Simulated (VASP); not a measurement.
# SiC16 in VASP: single point with PBE+D3(BJ)

Aim: the single point of SiC16 with PBE+D3(BJ).

Everything below comes from runs of VASP 6.6.1. Logs are shortened: lines on timing, memory, paths and dates and some standing lists are left out, and cuts for length are marked.

## (1) The cell of the first run

The cell holds a slab with vacuum, 17 atoms: a = 4.930 Å, b = 4.422 Å, c = 22.694 Å, α = 90.00°, β = 90.00°, γ = 90.00°.

## (2) Single point, PBE+D3(BJ), collinear spin

The input, INCAR:

```
PREC = Accurate
ENCUT = 520
EDIFF = 1E-6
ISMEAR = 0
SIGMA = 0.05
LREAL = Auto
LASPH = T
NELM = 150
ALGO = Normal
ISIF = 2
LWAVE = F
LCHARG = F
ISPIN = 2
MAGMOM = 0 0 0 0 0 0 0 0 0 0 0 0 0 0 0 0 2
LORBIT = 11
LDIPOL = T
IDIPOL = 3
DIPOL = 0.5 0.5 0.310
GGA = PE
IVDW = 12
NBANDS = 52
```

The input, KPOINTS:

```
Automatic mesh
0
Gamma
  6 6 1
```

The input, POSCAR:

```
SiC16
1.0
    4.9298676323      0.0000000000      0.0000000000
    0.0000000000      4.4224271195      0.0000000000
    0.0000000000      0.0000000000     22.6937497910
C Si
16 1
Direct
    0.2500000000      0.4155274488      0.1762599851
    0.7500000000      0.4155274488      0.1762599851
    0.0000000000      0.5195584910      0.2001803947
    0.5000000000      0.5195584910      0.2001803947
    0.0000000000      0.7272227621      0.2480852155
    0.5000000000      0.7272227621      0.2480852155
    0.2500000000      0.8312538043      0.2720056251
    0.7500000000      0.8312538043      0.2720056251
    0.2500000000      0.0442051686      0.3198734326
    0.7500000000      0.0442051686      0.3198734326
    0.0000000000      0.1500808487      0.3425973485
    0.5000000000      0.1500808487      0.3425973485
    0.0000000000      0.3779776253      0.3900566375
    0.5000000000      0.3779776253      0.3900566375
    0.2500000000      0.4764186278      0.4095290499
    0.7500000000      0.4764186278      0.4095290499
    0.2500000000      0.7264186278      0.5461305384
```

Potentials or basis: VASP PAW PBE potentials, release 64 (C, Si).

Launch:

```
$ cat potpaw_PBE.64/C/POTCAR potpaw_PBE.64/Si/POTCAR > POTCAR
$ mpirun -np 1 vasp_std > vasp.out
```

OUTCAR:

```text
PREC = Accurate
   ENCUT = 520
   EDIFF = 1E-6
   ISMEAR = 0
   LREAL = Auto
   LASPH = T
   NELM = 150
   ISIF = 2
   ISPIN = 2
   LORBIT = 11
   GGA = PE
   IVDW = 12
 IVDW          = 12

 ion  position               nearest neighbor table
   1  0.250  0.416  0.176-   3 1.42   4 1.42
   2  0.750  0.416  0.176-   3 1.42   4 1.42
   3  0.000  0.520  0.200-   5 1.42   2 1.42   1 1.42
   4  0.500  0.520  0.200-   6 1.42   2 1.42   1 1.42
   5  0.000  0.727  0.248-   3 1.42   7 1.42   8 1.42
   6  0.500  0.727  0.248-   4 1.42   7 1.42   8 1.42
   7  0.250  0.831  0.272-   5 1.42   6 1.42   9 1.44
   8  0.750  0.831  0.272-   5 1.42   6 1.42  10 1.44
   9  0.250  0.044  0.320-  11 1.42  12 1.42   7 1.44
  10  0.750  0.044  0.320-  11 1.42  12 1.42   8 1.44
  11  0.000  0.150  0.343-   9 1.42  10 1.42  13 1.48
  12  0.500  0.150  0.343-   9 1.42  10 1.42  14 1.48
  13  0.000  0.378  0.390-  15 1.38  16 1.38  11 1.48
  14  0.500  0.378  0.390-  15 1.38  16 1.38  12 1.48
  15  0.250  0.476  0.410-  13 1.38  14 1.38
  16  0.750  0.476  0.410-  13 1.38  14 1.38
  17  0.250  0.726  0.546-

  LATTYP: Found a simple orthorhombic cell.
 ALAT       =     4.4224271195
 B/A-ratio  =     1.1147425382
 C/A-ratio  =     5.1315147040

  Lattice vectors:

 A1 = (   0.0000000000,  -4.4224271195,   0.0000000000)
 A2 = (   4.9298676323,   0.0000000000,   0.0000000000)
 A3 = (   0.0000000000,   0.0000000000,  22.6937497910)

Analysis of symmetry for initial positions (statically):
=====================================================================
 Subroutine PRICEL returns:
 Original cell was already a primitive cell.

 Routine SETGRP: Setting up the symmetry group for a
 simple orthorhombic supercell.

 Subroutine GETGRP returns: Found  2 space group operations
 (whereof  1 operations were pure point group operations)
 out of a pool of  8 trial point group operations.

The static configuration has the point symmetry C_1 .
 The point group associated with its full space group is C_1h.

Analysis of symmetry for dynamics (positions and initial velocities):
=====================================================================
 Subroutine PRICEL returns:
 Original cell was already a primitive cell.

 Routine SETGRP: Setting up the symmetry group for a
 simple orthorhombic supercell.

 Subroutine GETGRP returns: Found  2 space group operations
 (whereof  1 operations were pure point group operations)
 out of a pool of  8 trial point group operations.

The dynamic configuration has the point symmetry C_1 .
 The point group associated with its full space group is C_1h.

Analysis of structural, dynamic, and magnetic symmetry:
=====================================================================
 Subroutine PRICEL returns:
 Original cell was already a primitive cell.

 Routine SETGRP: Setting up the symmetry group for a
 simple orthorhombic supercell.

 Subroutine GETGRP returns: Found  2 space group operations
 (whereof  1 operations were pure point group operations)
 out of a pool of  8 trial point group operations.

The overall configuration has the point symmetry C_1 .
 The point group associated with its full space group is C_1h.

 Subroutine INISYM returns: Found  2 space group operations
 (whereof  1 operations are pure point group operations),
 and found     1 'primitive' translations

----------------------------------------------------------------------------------------

                                     Primitive cell

  volume of cell :     494.7687

  direct lattice vectors                    reciprocal lattice vectors
     4.929867632  0.000000000  0.000000000     0.202845203  0.000000000  0.000000000
     0.000000000  4.422427120  0.000000000     0.000000000  0.226120176  0.000000000
     0.000000000  0.000000000 22.693749791     0.000000000  0.000000000  0.044064996

  length of vectors
     4.929867632  4.422427120 22.693749791     0.202845203  0.226120176  0.044064996

  position of ions in fractional coordinates (direct lattice)
     0.250000000  0.415527449  0.176259985
     0.750000000  0.415527449  0.176259985
     0.000000000  0.519558491  0.200180395
[... 89 lines left out ...]
   ISTART =      0    job   : 0-new  1-cont  2-samecut
   ICHARG =      2    charge: 1-file 2-atom 10-const
   ISPIN  =      2    spin polarized calculation?
   LNONCOLLINEAR =      F non collinear calculations
   LSORBIT =      F    spin-orbit coupling
   LASPH  =      T    aspherical Exc in radial PAW
   ENCUT  =  520.0 eV  38.22 Ry    6.18 a.u.   9.17  8.22 42.20*2*pi/ulx,y,z
   NELM   =    150;   NELMIN=  2; NELMDL= -5     # of ELM steps
   EDIFF  = 0.1E-05   stopping-criterion for ELM
   LREAL  =      T    real-space projection
   EDIFFG = 0.1E-04   stopping-criterion for IOM
   NSW    =      0    number of steps for IOM
   IBRION =     -1    ionic relax: 0-MD 1-quasi-New 2-CG
   NFREE  =      0    steps in history (QN), initial steepest desc. (CG)
   ISIF   =      2    stress and relaxation
   ISYM   =      2    0-nonsym 1-usesym 2-fastsym
   POTIM  = 0.5000    time-step for ionic-motion
   TEBEG  =    0.0;   TEEND  =   0.0 temperature during run
   PSTRESS=    0.0 pullay stress
   NELECT =      68.0000    total number of electrons
   NUPDOWN=      -1.0000    fix difference up-down
   EMIN   =  10.00;   EMAX   =-10.00  energy-range for DOS
   EFERMI =   0.00;   METHOD = LEGACY
   ISMEAR =     0;   SIGMA  =   0.05  broadening in eV -4-tet -1-fermi 0-gaus
   EFERMI_NEDOS =   21; number of points for ismear=-14 and -15
   IALGO  =     38    algorithm
   IMIX   =      4    mixing-type and parameters
     AMIX     =   0.40;   BMIX     =  1.00
     AMIX_MAG =   1.60;   BMIX_MAG =  1.00
  volume/ion in A,a.u.               =      29.10       196.40
  Fermi-wavevector in a.u.,A,eV,Ry     =   0.844845  1.596526  9.711337  0.713763
  Thomas-Fermi vector in A             =   1.959938
   LORBIT       =     11    0 simple, 1 ext, 2 COOP (PROOUT), +10 PAW based schemes
   GGA     = PE    functional components
   LHFCALC =     F    Hartree Fock is set to
   AEXX    =    0.0000 exact exchange contribution
   IVDW    =    12    specifies the selected vdW correction
   LEPSILON=     F    determine dielectric tensor
   LRPA    =     F    only Hartree local field effects (RPA)
 spin polarized calculation
 Gauss-broadening in eV      SIGMA  =   0.05
  energy-cutoff  :      520.00
  volume of cell :      494.77
 maximum number of plane-waves:     13376
 NGX is ok and might be reduce to    40
   NGX = 19   NGY = 17   NGZ = 85

 dipolmoment           0.000000      0.000000      0.151352 electrons x Angstroem

 number of electron      68.0000008 magnetization       0.1119387

 dipolmoment           0.000000      0.000000     -0.079329 electrons x Angstroem

 Free energy of the ion-electron system (eV)
  ---------------------------------------------------
  ext. energy  EPLUGINS =         0.00000000
  ---------------------------------------------------
  free energy    TOTEN  =      -137.35212973 eV

  energy without entropy =     -137.34404468  energy(sigma->0) =     -137.34808721

 E-fermi :  -1.6665     XC(G=0):  -4.3801

 val. band max:       -1.6684045093   @ k =   0.0000   0.0000   0.0000
 cond. band min:      -1.6541461738   @ k =   0.0000   0.0000   0.0000
 fundamental gap:      0.0142583354
 Fermi energy:        -1.6665481925

 spin component 1

 k-point     1 :       0.0000    0.0000    0.0000
  band No.  band energies     occupation
      1     -20.7582      1.00000
      2     -19.6766      1.00000
      3     -18.0667      1.00000
      4     -16.5408      1.00000
      5     -16.4542      1.00000
      6     -16.2465      1.00000
[... 773 lines left out ...]
     45       4.6227      0.00000
     46       4.8410      0.00000
 Fermi energy:        -1.6665481925

 spin component 2

 k-point     1 :       0.0000    0.0000    0.0000
  band No.  band energies     occupation
      1     -20.7951      1.00000
      2     -19.7848      1.00000
      3     -18.1964      1.00000
      4     -16.5627      1.00000
      5     -16.4847      1.00000
      6     -16.3577      1.00000
[... 773 lines left out ...]
     45       4.6737      0.00000
     46       5.0536      0.00000
 [bands above 46 left out]

------------------------ aborting loop because EDIFF is reached ----------------------------------------

 vacuum level on the upper side and lower side of the slab       (xc-potential included)        -0.425         0.292

 Edisp (eV)   -2.06493

 E8    (eV) :    -0.6199

  FORCE on cell =-STRESS in cart. coord.  units (eV):
  Direction    XX          YY          ZZ          XY          YZ          ZX
  --------------------------------------------------------------------------------------
  -------------------------------------------------------------------------------------
  Total      -0.04747    -2.71479    -4.80645     0.00000    -1.78655     0.00000
  in kB      -0.15373    -8.79113   -15.56443     0.00000    -5.78528     0.00000
  external pressure =       -8.17 kB  Pullay stress =        0.00 kB

 VOLUME and BASIS-vectors are now :
 -----------------------------------------------------------------------------
  energy-cutoff  :      520.00
  volume of cell :      494.77
      direct lattice vectors                 reciprocal lattice vectors
     4.929867632  0.000000000  0.000000000     0.202845203  0.000000000  0.000000000
     0.000000000  4.422427120  0.000000000     0.000000000  0.226120176  0.000000000
     0.000000000  0.000000000 22.693749791     0.000000000  0.000000000  0.044064996

 POSITION                                       TOTAL-FORCE (eV/Angst)
 -----------------------------------------------------------------------------------
      1.23247      1.83764      4.00000         0.000000      1.688775      1.983969
      3.69740      1.83764      4.00000         0.000000      1.145692      1.883744
      0.00000      2.29771      4.54284        -0.156710     -1.964339     -2.661813
      2.46493      2.29771      4.54284         0.156710     -1.964339     -2.661813
      0.00000      3.21609      5.62998         0.072699      0.688231      0.993040
      2.46493      3.21609      5.62998        -0.072699      0.688231      0.993040
[... 9 lines left out ...]
      3.69740      2.10693      9.29375         0.000000     -0.052123      0.241942
      1.23247      3.21253     12.39375         0.000000     -0.346055     -1.355662
 -----------------------------------------------------------------------------------
    total drift:                               -0.000000     -0.019628     -0.035287

  FREE ENERGIE OF THE ION-ELECTRON SYSTEM (eV)
  ---------------------------------------------------
  free  energy   TOTEN  =      -139.4170618633 eV

  energy  without entropy=     -139.4089768118  energy(sigma->0) =     -139.41301934

 vacuum level on the upper side and lower side of the slab         2.749         3.462

 total charge

# of ion       s       p       d       tot
------------------------------------------
    1        0.878   1.554   0.000   2.432
    2        0.880   1.558   0.000   2.438
    3        0.862   1.770   0.000   2.631
    4        0.862   1.770   0.000   2.631
    5        0.865   1.777   0.000   2.642
    6        0.865   1.777   0.000   2.642
[... 9 lines left out ...]
   16        0.884   1.626   0.000   2.510
   17        0.957   0.510   0.000   1.467
--------------------------------------------------
tot         14.844  28.193   0.000  43.037

 magnetization (x)

# of ion       s       p       d       tot
------------------------------------------
    1        0.083   0.445   0.000   0.528
    2       -0.065  -0.289   0.000  -0.355
    3       -0.002  -0.016   0.000  -0.017
    4       -0.002  -0.016   0.000  -0.017
    5        0.002   0.024   0.000   0.026
    6        0.002   0.024   0.000   0.026
[... 9 lines left out ...]
   16       -0.078  -0.485   0.000  -0.563
   17        0.002   0.439   0.000   0.441
--------------------------------------------------
tot         -0.135  -0.273   0.000  -0.408
```

Wall time 2.5 h (1 thread of Oxide Virtual Turin-like, shared host); peak memory 1.1 GiB.

Results:

* Free energy: -139.4171 eV
* Largest force: 3.312 eV/Å
* Net moment: 0.11 μB per cell
* Site moments: C +0.53, -0.35, -0.02, +0.03, -0.04, -0.01, +0.01, +0.02, -0.08, -0.36, -0.56 (each value once); Si +0.44 μB
* Valence electrons inside the program's atomic spheres: C 2.43, 2.44, 2.63, 2.64, 2.65, 2.62, 2.66, 2.51 (each value once); Si 1.47
* Dispersion energy per atom: -0.121 eV

Forces on the atoms (eV/Å):
```
C    0.000  1.689  1.984
C    0.000  1.146  1.884
C   -0.157 -1.964 -2.662
C    0.157 -1.964 -2.662
C    0.073  0.688  0.993
C   -0.073  0.688  0.993
C    0.000 -0.114 -0.175
C    0.000 -0.172 -0.292
C    0.000 -0.053 -0.082
C    0.000 -0.109 -0.182
C   -0.170  0.338  0.194
C    0.170  0.338  0.194
C    0.159 -0.569 -0.626
C   -0.159 -0.569 -0.626
C    0.000  1.028  2.181
C    0.000 -0.052  0.242
Si   0.000 -0.346 -1.356
```
